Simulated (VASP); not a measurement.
# Sr2MgH6 (P-3m1) in VASP: single point with LDA

Aim: the single point of Sr2MgH6 with LDA.

All numbers are computed with VASP 6.6.1; they aren't measurements. Logs are shortened: lines on timing, memory, paths and dates and some standing lists are left out, and cuts for length are marked.

## 1. The cell of the first run

It takes space group P-3m1 (No. 164, trigonal). The conventional cell has a = 5.475 Å, b = 5.475 Å, c = 4.188 Å, α = 90.00°, β = 90.00°, γ = 120.00°. Sr (site symmetry 3m) has 12 H at 2.56 to 2.74 Å and 3 Mg at 3.35 Å within 3.4 Å. Within 2.6 Å of Mg (site symmetry -3m) lie 6 H at 1.94 Å. H (site symmetry m) has 1 Mg at 1.94 Å and 2 Sr at 2.56 to 2.57 Å and 4 H at 2.58 Å within 2.6 Å.

## 2. Single point, LDA

INCAR reads:

```
PREC     = Accurate       # precision mode
ENCUT    = 520            # plane-wave cutoff, eV
EDIFF    = 1E-7           # SCF threshold, eV
ISMEAR   = 0              # smearing method
SIGMA    = 0.01           # smearing width, eV
LREAL    = False          # projectors in reciprocal space
LASPH    = True           # aspherical terms in the spheres
NELM     = 80             # most SCF steps
ALGO     = Normal         # electronic algorithm
ISIF     = 2              # what is computed and relaxed
LWAVE    = False          # write WAVECAR
LCHARG   = False          # write CHGCAR
NBANDS   = 24             # bands
```

KPOINTS reads:

```
regular mesh
0
Gamma
  4 4 4
```

POSCAR reads:

```
Sr2MgH6
1.0
    5.4754380000      0.0000000000      0.0000000000
   -2.7377190000      4.7418690000      0.0000000000
    0.0000000000      0.0000000000      4.1884680000
Sr Mg H
2 1 6
Direct
    0.6666670000      0.3333330000      0.2635330000
    0.3333330000      0.6666670000      0.7364670000
    0.0000000000      0.0000000000      0.0000000000
    0.8234590000      0.6469190000      0.7652480000
    0.8234590000      0.1765410000      0.7652480000
    0.3530810000      0.1765410000      0.7652480000
    0.1765410000      0.3530810000      0.2347520000
    0.1765410000      0.8234590000      0.2347520000
    0.6469190000      0.8234590000      0.2347520000
```

Potentials or basis: VASP PAW LDA potentials, release 64 (Sr_sv, Mg, H).

Launch:

```console
$ cat potpaw_LDA.64/Sr_sv/POTCAR potpaw_LDA.64/Mg/POTCAR potpaw_LDA.64/H/POTCAR > POTCAR
$ mpirun -np 1 vasp_std > vasp.out
```

OUTCAR:

```text
PREC = Accurate
   ENCUT = 520
   EDIFF = 1E-7
   ISMEAR = 0
   LREAL = False
   LASPH = True
   NELM = 80
   ISIF = 2

 ion  position               nearest neighbor table
   1  0.667  0.333  0.264-   5 2.56   6 2.56   4 2.56   5 2.57   6 2.57   4 2.57   7 2.74   7 2.74
                             9 2.74   8 2.74   8 2.74   9 2.74   3 3.35   3 3.35   3 3.35   2 3.73
   2  0.333  0.667  0.736-   8 2.56   9 2.56   7 2.56   8 2.57   9 2.57   7 2.57   4 2.74   4 2.74
                             6 2.74   5 2.74   5 2.74   6 2.74   3 3.35   3 3.35   3 3.35   1 3.73
   3  0.000  0.000  0.000-   6 1.94   9 1.94   7 1.94   4 1.94   8 1.94   5 1.94   1 3.35   2 3.35
                             1 3.35   2 3.35   1 3.35   2 3.35
   4  0.823  0.647  0.765-   3 1.94   1 2.56   1 2.57   2 2.74   2 2.74
   5  0.823  0.177  0.765-   3 1.94   1 2.56   1 2.57   2 2.74   2 2.74
   6  0.353  0.177  0.765-   3 1.94   1 2.56   1 2.57   2 2.74   2 2.74
   7  0.177  0.353  0.235-   3 1.94   2 2.56   2 2.57   1 2.74   1 2.74
   8  0.177  0.823  0.235-   3 1.94   2 2.56   2 2.57   1 2.74   1 2.74
   9  0.647  0.823  0.235-   3 1.94   2 2.56   2 2.57   1 2.74   1 2.74

  LATTYP: Found a hexagonal cell.
 ALAT       =     5.4754380000
 C/A-ratio  =     0.7649557898

  Lattice vectors:

 A1 = (   5.4754380000,   0.0000000000,   0.0000000000)
 A2 = (  -2.7377190000,   4.7418690000,   0.0000000000)
 A3 = (   0.0000000000,   0.0000000000,   4.1884680000)

Analysis of symmetry for initial positions (statically):
=====================================================================
 Subroutine PRICEL returns:
 Original cell was already a primitive cell.

 Routine SETGRP: Setting up the symmetry group for a
 hexagonal supercell.

 Subroutine GETGRP returns: Found 12 space group operations
 (whereof 12 operations were pure point group operations)
 out of a pool of 24 trial point group operations.

The static configuration has the point symmetry D_3d.

Analysis of symmetry for dynamics (positions and initial velocities):
=====================================================================
 Subroutine PRICEL returns:
 Original cell was already a primitive cell.

 Routine SETGRP: Setting up the symmetry group for a
 hexagonal supercell.

 Subroutine GETGRP returns: Found 12 space group operations
 (whereof 12 operations were pure point group operations)
 out of a pool of 24 trial point group operations.

The dynamic configuration has the point symmetry D_3d.

 Subroutine INISYM returns: Found 12 space group operations
 (whereof 12 operations are pure point group operations),
[... 106 lines left out ...]
   POTIM  = 0.5000    time-step for ionic-motion
   TEBEG  =    0.0;   TEEND  =   0.0 temperature during run
   PSTRESS=    0.0 pullay stress
   NELECT =      28.0000    total number of electrons
   NUPDOWN=      -1.0000    fix difference up-down
   EMIN   =  10.00;   EMAX   =-10.00  energy-range for DOS
   EFERMI =   0.00;   METHOD = LEGACY
   ISMEAR =     0;   SIGMA  =   0.01  broadening in eV -4-tet -1-fermi 0-gaus
   EFERMI_NEDOS =   21; number of points for ismear=-14 and -15
   IALGO  =     38    algorithm
   IMIX   =      4    mixing-type and parameters
     AMIX     =   0.40;   BMIX     =  1.00
     AMIX_MAG =   1.60;   BMIX_MAG =  1.00
  volume/ion in A,a.u.               =      12.08        81.54
  Fermi-wavevector in a.u.,A,eV,Ry     =   1.041485  1.968121 14.758114  1.084691
  Thomas-Fermi vector in A             =   2.176108
   LORBIT       =      0    0 simple, 1 ext, 2 COOP (PROOUT), +10 PAW based schemes
   GGA     = CA    functional components
   LHFCALC =     F    Hartree Fock is set to
   AEXX    =    0.0000 exact exchange contribution
   IVDW    =     0    specifies the selected vdW correction
   LEPSILON=     F    determine dielectric tensor
   LRPA    =     F    only Hartree local field effects (RPA)
 non-spin polarized calculation
 Gauss-broadening in eV      SIGMA  =   0.01
  energy-cutoff  :      520.00
  volume of cell :      108.75
 maximum number of plane-waves:      2944
 NGX is ok and might be reduce to    42
   NGX = 21   NGY = 21   NGZ = 15

 number of electron      28.0000001 magnetization

 Free energy of the ion-electron system (eV)
  ---------------------------------------------------
  ext. energy  EPLUGINS =         0.00000000
  ---------------------------------------------------
  free energy    TOTEN  =       -31.15961038 eV

  energy without entropy =      -31.15961038  energy(sigma->0) =      -31.15961038

 E-fermi :   1.1037     XC(G=0):  -9.3846

 val. band max:        1.0448581353   @ k =   0.5000   0.0000   0.0000
 cond. band min:       3.4369105465   @ k =   0.0000   0.0000   0.0000
 fundamental gap:      2.3920524112
 Fermi energy:         1.1037120746

 k-point     1 :       0.0000    0.0000    0.0000
  band No.  band energies     occupation
      1     -32.9835      2.00000
      2     -32.9084      2.00000
      3     -15.2890      2.00000
      4     -15.2890      2.00000
      5     -15.1093      2.00000
      6     -15.0001      2.00000
[... 340 lines left out ...]
     23       8.1529      0.00000
     24       8.2729      0.00000

------------------------ aborting loop because EDIFF is reached ----------------------------------------

  FORCE on cell =-STRESS in cart. coord.  units (eV):
  Direction    XX          YY          ZZ          XY          YZ          ZX
  --------------------------------------------------------------------------------------
  -------------------------------------------------------------------------------------
  Total       -2.2837071     -2.2837077     -2.1046105      0.0000000      0.0000000      0.0000000
  in kB      -33.6455298    -33.6455382    -31.0069249      0.0000000      0.0000000      0.0000000
  external PRESSURE =     -32.7659976 kB  Pullay stress =       0.0000000 kB

 VOLUME and BASIS-vectors are now :
 -----------------------------------------------------------------------------
  energy-cutoff  :      520.00
  volume of cell :      108.75
      direct lattice vectors                 reciprocal lattice vectors
     5.475438000  0.000000000  0.000000000     0.182633791  0.105443655  0.000000000
    -2.737719000  4.741869000  0.000000000     0.000000000  0.210887310  0.000000000
     0.000000000  0.000000000  4.188468000     0.000000000  0.000000000  0.238750780

 POSITION                                       TOTAL-FORCE (eV/Angst)
 -----------------------------------------------------------------------------------
      2.73772      1.58062      1.10380        -0.000000      0.000000     -0.051401
     -0.00000      3.16125      3.08467        -0.000000      0.000000      0.051401
      0.00000      0.00000      0.00000        -0.000000      0.000000     -0.000000
      2.73772      3.06761      3.20522        -0.000000     -0.090005     -0.028179
      4.02548      0.83713      3.20522        -0.077947      0.045003     -0.028179
      1.44995      0.83713      3.20522         0.077947      0.045003     -0.028179
      0.00000      1.67426      0.98325        -0.000000      0.090005      0.028179
     -1.28776      3.90473      0.98325         0.077947     -0.045003      0.028179
      1.28777      3.90473      0.98325        -0.077947     -0.045003      0.028179
 -----------------------------------------------------------------------------------
    total drift:                                0.000000      0.000000      0.000000

  FREE ENERGIE OF THE ION-ELECTRON SYSTEM (eV)
  ---------------------------------------------------
  free  energy   TOTEN  =       -31.1596103839 eV

  energy  without entropy=      -31.1596103839  energy(sigma->0) =      -31.15961038
```

OSZICAR:

```text
N       E                     dE             d eps       ncg     rms          rms(c)
DAV:   1     0.111055263580E+03    0.11106E+03   -0.12876E+04   624   0.102E+03
DAV:   2    -0.232354964209E+02   -0.13429E+03   -0.12994E+03   776   0.225E+02
DAV:   3    -0.328177304336E+02   -0.95822E+01   -0.95452E+01  1104   0.480E+01
DAV:   4    -0.330327870264E+02   -0.21506E+00   -0.21494E+00   848   0.633E+00
DAV:   5    -0.330372272886E+02   -0.44403E-02   -0.44402E-02   984   0.695E-01    0.227E+01
DAV:   6    -0.315965548444E+02    0.14407E+01   -0.10620E+00   792   0.414E+00    0.148E+01
DAV:   7    -0.311855035417E+02    0.41105E+00   -0.19894E+00   944   0.569E+00    0.295E+00
DAV:   8    -0.311604939409E+02    0.25010E-01   -0.26730E-01   776   0.203E+00    0.774E-01
DAV:   9    -0.311599165262E+02    0.57741E-03   -0.12389E-02   808   0.500E-01    0.527E-01
DAV:  10    -0.311597124532E+02    0.20407E-03   -0.14572E-03   984   0.157E-01    0.182E-01
DAV:  11    -0.311596142580E+02    0.98195E-04   -0.53104E-04   848   0.905E-02    0.559E-02
DAV:  12    -0.311596168195E+02   -0.25615E-05   -0.29640E-05   744   0.233E-02    0.427E-02
DAV:  13    -0.311596114002E+02    0.54193E-05   -0.97538E-06   816   0.146E-02    0.269E-02
DAV:  14    -0.311596103953E+02    0.10049E-05   -0.30594E-06   784   0.813E-03    0.876E-03
DAV:  15    -0.311596103839E+02    0.11316E-07   -0.14300E-07   664   0.211E-03
   1 F= -.31159610E+02 E0= -.31159610E+02  d E =-.239516E-18
```

It took 75 s on 1 thread of AMD EPYC 7R13, shared host; peak memory 0.17 GiB.

Results:

* Free energy: -31.1596 eV
* Pressure: -3.3 GPa
* Largest force: 0.094 eV/Å
* Band gap on the k mesh: 2.39 eV, indirect (least direct gap 2.84 eV)

Forces on the atoms (eV/Å):
```
Sr   0.000  0.000 -0.051
Sr   0.000  0.000  0.051
Mg   0.000  0.000  0.000
H    0.000 -0.090 -0.028
H   -0.078  0.045 -0.028
H    0.078  0.045 -0.028
H    0.000  0.090  0.028
H    0.078 -0.045  0.028
H   -0.078 -0.045  0.028
```

Stress tensor (GPa, compression positive):
```
-3.36  0.00  0.00
 0.00 -3.36  0.00
 0.00  0.00 -3.10
```

Levels at points of the mesh, in eV from the valence-band top:
| k point | band 10 | band 11 | band 12 | band 13 | band 14 | band 15 | band 16 | band 17 | band 18 | band 19 |
| --- | --- | --- | --- | --- | --- | --- | --- | --- | --- | --- |
| (0.00, 0.00, 0.00) | -2.61 | -2.61 | -2.56 | -0.44 | -0.44 | 2.39 | 4.29 | 4.29 | 5.47 | 5.73 |
| (0.50, 0.00, 0.00) | -4.36 | -2.60 | -2.21 | -0.40 | 0.00 | 3.22 | 3.48 | 3.50 | 3.79 | 4.19 |
| (0.00, 0.00, 0.50) | -3.68 | -2.29 | -2.29 | -1.83 | -1.83 | 4.85 | 4.85 | 4.85 | 4.89 | 5.01 |
| (0.50, 0.00, 0.50) | -3.03 | -2.72 | -2.36 | -2.05 | -1.36 | 2.75 | 2.86 | 4.09 | 4.10 | 6.51 |

A k mesh can miss the band edges. A hybrid or GW would open this gap; LDA tends to underestimate it.
